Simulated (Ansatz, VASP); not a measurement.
## ScTa2N3: VASP beside Ansatz

```
Sc Ta N
1.0
     2.82372    1.63028    2.94018
    -2.82372    1.63028    2.94018
     0.00000   -3.26055    2.94018
Sc Ta N
1 2 3
Direct
  0.00000 0.00000 0.00000
  0.69597 0.69597 0.69597
  0.30403 0.30403 0.30403
  0.00000 0.50000 0.00000
  0.50000 0.00000 0.00000
  0.00000 0.00000 0.50000
```

Change from the starting cell: species swapped into the Dy2AlCo3 type (R-3m, No. 166).

Alike in both runs: functional PBE; k mesh 6 × 6 × 6; occupations gaussian, width 0.1 eV; no spin polarisation.

Ansatz relaxed the structure, and its values are those at the end. VASP's run is a single point on that final structure, the one shown.

|  | VASP | Ansatz |
| --- | --- | --- |
| version | VASP 6.6.1 | Ansatz 0.2.0 |
| potentials or method | VASP PAW PBE potentials, release 64 (Sc_sv, Ta_sv_GW, N), cutoff 600 eV | scalar-relativistic, plane waves, PAW |
| valence electrons in the cell | 52 | 52 |

VASP gave:

* gap on the k mesh at the Fermi level (eV): none
* pressure (GPa): 0.4
* rms of the force components (eV/Å): 0.006

What did Ansatz give for the same quantities?

gap on the k mesh at the Fermi level (eV): none; pressure (GPa): 0.1; rms of the force components (eV/Å): 0.005.

A gap of «none» marks a metal or a gap that the smearing closes. The functional is the same, so the differences come from potentials, cutoffs and numerics.

Spin-orbit coupling is off throughout.
